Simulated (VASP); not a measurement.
## Li3HSe: single point with PBE

Crystal: Li3HSe.

```
CELL_PARAMETERS angstrom
4.02175 0.00000 0.00000
0.00000 4.02175 0.00000
0.00000 0.00000 4.02175
ATOMIC_POSITIONS crystal
Li 0.00000 0.50000 0.50000
Li 0.50000 0.00000 0.50000
Li 0.50000 0.50000 0.00000
H 0.50000 0.50000 0.50000
Se 0.00000 0.00000 0.00000
```

| Quantity | Value |
| --- | --- |
| Program | VASP 6.6.1 |
| Task | single point |
| Functional | PBE |
| Potentials or basis | VASP PAW PBE potentials, release 64 (Li_sv, H, Se) |
| Cutoff | 520 eV |
| k mesh | 6 × 6 × 6 |
| Occupations | gaussian, width 0.01 eV |
| Spin | no spin polarisation |

```
Band gap on the k mesh : 3.22 eV (least direct gap 3.69 eV)
```

Levels at points of the mesh, in eV from the valence-band top:
| k point | band 5 | band 6 | band 7 | band 8 | band 9 | band 10 | band 11 | band 12 |
| --- | --- | --- | --- | --- | --- | --- | --- | --- |
| (0.00, 0.00, 0.00) | -2.82 | -1.13 | -1.13 | -1.13 | 5.71 | 5.71 | 6.63 | 6.63 |
| (0.50, 0.00, 0.00) | -4.42 | -0.59 | -0.48 | -0.48 | 3.22 | 4.42 | 4.42 | 5.22 |
| (0.50, 0.50, 0.00) | -3.38 | -2.80 | -2.80 | 0.00 | 4.20 | 6.58 | 6.58 | 6.75 |
| (0.50, 0.50, 0.50) | -3.34 | -2.58 | -2.58 | -2.58 | 4.11 | 4.11 | 4.11 | 9.91 |

It took 18 s on 1 thread of AMD EPYC 7R13 Processor (Zen 3), with other jobs on the host, peak memory 0.14 GiB.

 A k mesh can miss the band edges.
